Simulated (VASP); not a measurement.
# Be (P1) in VASP: a series of runs, part 2 of 2

VASP 6.6.1.

### 4 Single point, LDA

Input file INCAR:

```
PREC = Accurate
ENCUT = 520
EDIFF = 1E-7
ISMEAR = -1
SIGMA = 0.24
LREAL = Auto
LASPH = T
NELM = 100
ALGO = Normal
ISIF = 2
LWAVE = F
LCHARG = F
GGA = CA
NBANDS = 60
```

Input file KPOINTS:

```
Automatic mesh
0
Gamma
  2 2 2
```

Input file POSCAR:

```
Be
1.0
    6.8700000000      0.0000000000      0.0000000000
   -3.4350000000      5.9495950000      0.0000000000
    0.0000000000      0.0000000000      7.1768600000
Be
36
Direct
    0.0749104176      0.0030086081     -0.0072873095
    0.1014822679      0.1961814208      0.2624128101
   -0.0422656808     -0.0241529045      0.5106690112
    0.1409890586      0.2431426005      0.7862630733
    0.0545901129      0.3736052622     -0.0229766221
    0.1377163256      0.5250105259      0.2317308684
    0.0349391551      0.3621927207      0.5086904301
    0.1399981628      0.6094868642      0.7419400685
    0.0275078273      0.6923664552      0.0708666464
    0.1211232848      0.9132218243      0.2393804533
   -0.0125936390      0.6405478020      0.4792903860
    0.1274595500      0.9371898423      0.7566958252
    0.3896559692      0.0249596821     -0.0043751724
    0.4943333142      0.2136447943      0.2113877099
    0.2877782743     -0.0642396667      0.5574304083
    0.4544922012      0.2012405886      0.7350150344
    0.3691935490      0.3670333863      0.0171941490
    0.4166633658      0.5147241115      0.2230780592
    0.2948983971      0.2626061102      0.5330743529
    0.4312127009      0.5843759113      0.7705737607
    0.3995011306      0.6763821739      0.0046956468
    0.4338848046      0.8990359848      0.2629422895
    0.3466811271      0.6807858350      0.4991040650
    0.4626441988      0.8748662724      0.7776520651
    0.6788225113     -0.0094292132      0.0213742500
    0.8353452605      0.2674299679      0.2131294187
    0.6819511608     -0.0602898180      0.5328096131
    0.7573120976      0.2041147339      0.7202732114
    0.6942939899      0.3434351414      0.0072733758
    0.7418660061      0.5479532640      0.2404533459
    0.6777489537      0.3407963063      0.4851285938
    0.7980845843      0.5761400566      0.7238680983
    0.6921358605      0.6796429001     -0.0110772678
    0.7608539788      0.8813877247      0.2953798736
    0.6405054520      0.6520443829      0.5016678603
    0.8475142951      0.9474594489      0.7536861524
```

Potentials or basis: VASP PAW LDA potentials, release 64 (Be).

Launch:

```
$ cat potpaw_LDA.64/Be/POTCAR > POTCAR
$ mpirun -np 1 vasp_std > vasp.out
```

OUTCAR:

```text
PREC = Accurate
   ENCUT = 520
   EDIFF = 1E-7
   ISMEAR = -1
   LREAL = Auto
   LASPH = T
   NELM = 100
   ISIF = 2
   GGA = CA

 ion  position               nearest neighbor table
   1  0.075  0.003  0.993-  12 1.83  10 1.95   9 2.07  13 2.09   4 2.09  36 2.22   2 2.30  17 2.31

   2  0.101  0.196  0.262-  10 2.02  26 2.15   6 2.16  18 2.20   3 2.22  19 2.27  34 2.27   7 2.27
                             1 2.30  17 2.39
   3  0.958  0.976  0.511-  27 1.79  36 1.87  34 1.94  19 2.17  35 2.20  12 2.20   2 2.22
   4  0.141  0.243  0.786-   5 1.89  36 2.04  12 2.07  19 2.07   1 2.09  17 2.14  20 2.19  16 2.34
[... 30 lines left out ...]
  23  0.347  0.681  0.499-  15 2.03  27 2.10  35 2.12  22 2.14   8 2.14   7 2.17  20 2.23  24 2.31
                             6 2.31  11 2.35
  24  0.463  0.875  0.778-  20 1.90  21 2.03   8 2.06  13 2.07  15 2.15  25 2.17  28 2.19  27 2.21
                            16 2.29  23 2.31
  25  0.679  0.991  0.021-  21 2.05  13 2.12  26 2.15  24 2.17  33 2.20  34 2.27  22 2.27  36 2.34
                            29 2.37
  26  0.835  0.267  0.213-   6 1.95  29 1.97   5 2.14   2 2.15  25 2.15  14 2.18  30 2.32
  27  0.682  0.940  0.533-   3 1.79  35 1.86  34 1.89  36 1.94  23 2.10  28 2.11  24 2.21
  28  0.757  0.204  0.720-  16 2.07  27 2.11  31 2.13  36 2.15  24 2.19   7 2.25
  29  0.694  0.343  0.007-  14 1.90  26 1.97  30 2.10  13 2.14  17 2.32  33 2.32  25 2.37
[... 260 lines left out ...]
      6      -1.6062      2.00000
[... 397 lines left out ...]
     47       8.9788      0.00002
     48       9.2645      0.00001
 [bands above 48 left out]

------------------------ aborting loop because EDIFF is reached ----------------------------------------

  FORCE on cell =-STRESS in cart. coord.  units (eV):
  Direction    XX          YY          ZZ          XY          YZ          ZX
  --------------------------------------------------------------------------------------
  -------------------------------------------------------------------------------------
  Total        6.6916975      2.4248820      9.2071364     -4.8431283      6.3679026     -2.6319685
  in kB       36.5483914     13.2441040     50.2870945    -26.4519652     34.7799039    -14.3751592
  external PRESSURE =      33.3598633 kB  Pullay stress =       0.0000000 kB

 VOLUME and BASIS-vectors are now :
 -----------------------------------------------------------------------------
  energy-cutoff  :      520.00
  volume of cell :      293.34
      direct lattice vectors                 reciprocal lattice vectors
     6.870000000  0.000000000  0.000000000     0.145560408  0.084039334  0.000000000
    -3.435000000  5.949595000  0.000000000     0.000000000  0.168078668  0.000000000
     0.000000000  0.000000000  7.176860000     0.000000000  0.000000000  0.139336702

 POSITION                                       TOTAL-FORCE (eV/Angst)
 -----------------------------------------------------------------------------------
      0.50430      0.01790      7.12456        -2.672579      1.130514      1.210661
      0.02330      1.16720      1.88330        -0.301616      0.738715     -0.319372
      3.22760      5.80590      3.66500         3.584409      0.926872     -0.897228
      0.13340      1.44660      5.64290         0.422518     -0.159953     -1.665053
     -0.90830      2.22280      7.01196        -1.141120     -0.389242      1.119065
     -0.85730      3.12360      1.66310         0.204128      1.227214      1.111179
[... 28 lines left out ...]
      2.16050      3.87940      3.60040         1.380506     -1.435821     -0.040602
      2.56790      5.63700      5.40910        -1.603125     -1.376984      2.534914
 -----------------------------------------------------------------------------------
    total drift:                                0.000082      0.000130     -0.002919

  FREE ENERGIE OF THE ION-ELECTRON SYSTEM (eV)
  ---------------------------------------------------
  free  energy   TOTEN  =      -139.1206930778 eV

  energy  without entropy=     -138.1370623577  energy(sigma->0) =     -138.62887772
```

Run time: 5.4 min. Hardware: 1 thread of AMD EPYC 7R43 (Zen 3), shared host; peak memory 0.31 GiB.

Results:

```
Free energy            : -139.1207 eV
Pressure               : 3.3 GPa
Largest force          : 4.929 eV/Å
Band gap on the k mesh : zero (band 36 reaches 6.23 eV, above the bottom of band 37 at 5.89 eV)
```

Forces on the atoms (eV/Å):
```
Be  -2.673  1.131  1.211
Be  -0.302  0.739 -0.319
Be   3.584  0.927 -0.897
Be   0.423 -0.160 -1.665
Be  -1.141 -0.389  1.119
Be   0.204  1.227  1.111
Be   0.250 -1.094 -0.382
Be  -0.226 -0.377  0.173
Be   0.285 -2.227 -3.647
Be   0.716  1.025  3.092
Be   0.343  0.712 -0.373
Be   0.539 -1.248 -0.086
Be  -0.781 -1.262 -0.150
Be  -1.569  0.561  2.315
Be   1.407  0.785 -2.972
Be   0.218  1.169  1.125
Be   0.842 -2.365 -2.637
Be   1.317  2.171  4.225
Be   0.247  0.777 -1.279
Be   1.862 -2.344 -2.167
Be  -2.853  0.951  1.218
Be   0.740 -0.949  0.109
Be   0.210 -0.871 -0.145
Be   0.051  1.712 -0.767
Be   0.309  0.989 -0.246
Be  -0.984 -0.730  1.714
Be  -4.400  1.733  0.414
Be   0.742  0.557  1.310
Be   0.092  1.019 -2.507
Be   0.574 -0.003  0.479
Be  -0.436 -0.349  0.064
Be  -0.084 -0.611  1.107
Be   0.581 -0.008  0.237
Be   0.135 -0.382 -3.278
Be   1.381 -1.436 -0.041
Be  -1.603 -1.377  2.535
```

Levels at points of the mesh, in eV from the Fermi level:
```
           k point  band 34  band 35  band 36  band 37  band 38  band 39
(0.00, 0.00, 0.00)    -0.37    -0.23    -0.14    -0.05     0.25     0.38
(0.50, 0.00, 0.00)    -0.56    -0.31    -0.09     0.79     0.81     1.01
(0.00, 0.50, 0.00)    -0.64    -0.48    -0.11     0.57     0.71     1.21
(0.50, 0.50, 0.00)    -0.53    -0.33     0.05     0.77     1.01     1.07
(0.00, 0.00, 0.50)    -1.19    -1.07    -0.86    -0.29    -0.19     0.12
(0.50, 0.00, 0.50)    -1.22    -1.02    -0.75     0.86     1.13     1.45
(0.00, 0.50, 0.50)    -1.31    -0.95    -0.74     0.71     0.84     1.22
(0.50, 0.50, 0.50)    -0.98    -0.85    -0.72     0.97     1.22     1.28
```

Caveat: the k points lie up to 0.53 Å⁻¹ apart; forces of over 1 eV/Å act on the atoms, so gaps and moduli don't describe the material at rest.
